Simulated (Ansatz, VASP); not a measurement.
# C: VASP beside Ansatz

```xyz
8
Lattice="2.5098 0.0000 0.0000 -1.2549 2.1736 0.0000 0.0000 0.0000 8.2803" Properties=species:S:1:pos:R:3 pbc="T T T"
C     0.0000    0.0000    0.7695
C     0.0000    0.0000    4.9097
C     0.0000    0.0000    3.3706
C     0.0000    0.0000    7.5108
C     0.0000    1.4491    1.2876
C     1.2549    0.7245    5.4277
C     0.0000    1.4491    2.8526
C     1.2549    0.7245    6.9928
```

Alike in both runs: functional r2SCAN; k mesh 12 × 12 × 4; occupations gaussian, width 0.02 eV; no spin polarisation.

Ansatz relaxed the structure, and its values are those at the end. VASP's run is a single point on that final structure, the one shown.

```csv
,VASP,Ansatz
version,VASP 6.6.1,Ansatz 0.2.0
potentials or method,"VASP PAW PBE potentials, release 64 (C), cutoff 520 eV","scalar-relativistic, plane waves, PAW"
valence electrons in the cell,32,32
```

|  | VASP | Ansatz | Ansatz less VASP |
| --- | --- | --- | --- |
| gap on the k mesh at the Fermi level (eV) | 4.78 | 4.80 | +0.023 |
| least direct gap on the mesh (eV) | 5.55 | 5.59 | +0.045 |
| pressure (GPa) | 1.1 | 0.0 | -1.11 |
| rms of the force components (eV/Å) | 0.003 | 0.001 | -0.0024 |

VASP's potentials were made for PBE, not for r2SCAN.
